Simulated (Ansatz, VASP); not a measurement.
**NaCl in VASP and in Ansatz**

Contents of INCAR:

```
SYSTEM = NaCl
PREC = Accurate
ENCUT = 520
EDIFF = 1E-6
ISMEAR = 0
SIGMA = 0.02
LREAL = .FALSE.
LASPH = .TRUE.
NELM = 100
ALGO = Normal
ISIF = 2
LWAVE = .FALSE.
LCHARG = .FALSE.
GGA = PE
NBANDS = 14
```

The input KPOINTS:

```
Automatic mesh
0
G
  6 6 6
  0 0 0
```

File POSCAR:

```
NaCl
1.0
    3.6514883597     -0.0175109500     -0.0012607884
   -0.0175109500      3.6333820374     -0.0173358405
   -0.0012607884     -0.0173358405      3.6575121265
Na Cl
1 1
Direct
    0.0070612959      0.0035720506      0.0032808043
    0.4929387041      0.4964279494      0.4967191957
```

Input for Ansatz:

```yaml
crystal:
  lattice:
    - [3.6514883597, -0.01751095, -0.0012607884]
    - [-0.01751095, 3.6333820374, -0.0173358405]
    - [-0.0012607884, -0.0173358405, 3.6575121265]
  atoms:
    - { symbol: Na, position: [0.0070612959, 0.0035720506, 0.0032808043] }
    - { symbol: Cl, position: [0.4929387041, 0.4964279494, 0.4967191957] }
basis:
  ecutwfc: 420
kpoints:
  mp_grid: { grid: [6, 6, 6] }
hamiltonian:
  xc: pbe
scf:
  occupations: { method: gaussian, width: 0.02 }
output:
  forces: true
  stress: true
  eigenvalues: true
```

Change from the starting cell: all atoms moved at random, cell strained at random.

Alike in both runs: task single point; functional PBE; k mesh 6 × 6 × 6; occupations gaussian, width 0.02 eV; no spin polarisation.

|  | VASP | Ansatz |
| --- | --- | --- |
| version | VASP 6.6.1 | Ansatz 0.2.0 |
| potentials or method | VASP PAW PBE potentials, release 64 (Na_pv, Cl), cutoff 520 eV | scalar-relativistic, plane waves, PAW |
| valence electrons in the cell | 14 | 16 |

|  | VASP | Ansatz | Ansatz less VASP |
| --- | --- | --- | --- |
| gap on the k mesh at the Fermi level (eV) | 3.59 | 3.59 | 0.000 |
| least direct gap on the mesh (eV) | 3.98 | 3.98 | 0.000 |
| pressure (GPa) | -2.3 | -2.3 | +0.04 |
| traceless stress, the component that is largest in VASP (GPa) | 0.23 | 0.23 | 0.000 |

With one functional, cell and mesh, what is left measures potentials, basis and numerics. VASP's potentials hold 14 valence electrons a cell and Ansatz's 16, so a difference there can come from the potentials and not from the codes.
